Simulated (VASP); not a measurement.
SnO, 4 atoms in the cell. The structure is tetragonal, space group P4/nmm (No. 129). Conventional cell: a = 3.805 Å, b = 3.805 Å, c = 4.753 Å, α = 90.00°, β = 90.00°, γ = 90.00°. Within 2.9 Å of Sn (site symmetry 4mm) lie 4 O at 2.22 Å. Within 2.9 Å of O (site symmetry -4m2) lie 4 Sn at 2.22 Å and 4 O at 2.69 Å. 

| Item | Value |
| --- | --- |
| Program | VASP 6.6.1 |
| Task | single point |
| Functional | PBEsol |
| Potentials or basis | VASP PAW PBE potentials, release 64 (Sn_d, O) |
| Cutoff | 520 eV |
| k mesh | 10 × 10 × 8 |
| Occupations | gaussian, width 0.01 eV |
| Spin | no spin polarisation |
| Dipole correction | no |
| Further INCAR settings | ALGO = Normal; EDIFF = 1e-06; NBANDS = 28 |

Potentials or basis: VASP PAW PBE potentials, release 64 (Sn_d, O).

Run with:

```sh
$ cat potpaw_PBE.64/Sn_d/POTCAR potpaw_PBE.64/O/POTCAR > POTCAR
$ mpirun -np 1 vasp_std > vasp.out
```

Hardware: 1 thread of Intel(R) Xeon(R) Platinum 8259CL CPU @ 2.50GHz (Skylake/Cascade Lake) (shared host).

Task: Estimate the wall time of this run.

Result: It took 2 min on 1 thread of Intel(R) Xeon(R) Platinum 8259CL CPU @ 2.50GHz (Skylake/Cascade Lake), with other jobs on the host, peak memory 0.29 GiB. Counts: scf iterations 14, k points 105.
